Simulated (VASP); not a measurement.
**LiCaF3: single point with PBE**

The system is LiCaF3.

```
Li Ca F
1.0
     3.76124    0.00000    0.00000
     0.00000    3.76124    0.00000
     0.00000    0.00000    3.76124
Li Ca F
1 1 3
Direct
  0.46240 0.46240 0.44683
  0.00000 0.00000 0.00000
  0.00000 0.50000 0.50000
  0.50000 0.50000 0.00000
  0.50000 0.00000 0.50000
```

This cell differs from its parent crystal: atom 1 (Li) moved by (-0.200, -0.200) A along [1 1 0] and z.

```json
{
  "Program": "VASP 6.6.1",
  "Task": "single point",
  "Functional": "PBE",
  "Potentials or basis": "VASP PAW PBE potentials, release 64 (Li_sv, Ca_sv, F)",
  "Cutoff": "520 eV",
  "k mesh": "6 × 6 × 6",
  "Occupations": "gaussian, width 0.05 eV",
  "Spin": "no spin polarisation",
  "Dipole correction": "no",
  "Further INCAR settings": "ALGO = Normal; EDIFF = 1e-07; NBANDS = 25"
}
```

```
Largest force          : 1.762 eV/Å
Band gap on the k mesh : 6.45 eV, indirect (least direct gap 6.50 eV)
```

Forces in eV/Å, atoms in the order of the input:
```
Li   0.802  0.802  1.347
Ca  -0.171 -0.171 -0.234
F   -0.551 -0.056 -0.080
F   -0.025 -0.025 -0.954
F   -0.056 -0.551 -0.080
```

Levels at points of the mesh, in eV from the valence-band top:
| k point | band 14 | band 15 | band 16 | band 17 | band 18 | band 19 | band 20 | band 21 |
| --- | --- | --- | --- | --- | --- | --- | --- | --- |
| (0.00, 0.00, 0.00) | -0.82 | -0.16 | -0.13 | -0.05 | 6.45 | 6.45 | 6.82 | 8.01 |
| (0.50, 0.00, 0.00) | -1.17 | -1.15 | -0.47 | -0.35 | 7.52 | 7.62 | 8.19 | 8.77 |
| (0.00, 0.00, 0.50) | -1.22 | -1.17 | -0.43 | -0.35 | 7.51 | 7.61 | 8.18 | 8.78 |
| (0.50, 0.50, 0.00) | -1.39 | -1.38 | -0.15 | -0.06 | 7.86 | 8.03 | 8.75 | 8.76 |
| (0.00, 0.50, 0.50) | -1.38 | -1.37 | -0.19 | -0.08 | 7.86 | 8.02 | 8.74 | 8.76 |
| (0.50, 0.50, 0.50) | -0.13 | -0.02 | -0.02 | 0.00 | 7.43 | 7.45 | 7.46 | 8.83 |

Wall time 29 s on 1 thread of Intel(R) Xeon(R) 6975P-C (Granite Rapids), on a shared host, peak memory 0.21 GiB.

Caveat: the cell differs from its parent crystal (atom 1 (Li) moved by (-0.200, -0.200) A along [1 1 0] and z); forces of over 1 eV/Å act on the atoms, so gaps and moduli don't describe the material at rest. A k mesh can miss the band edges.
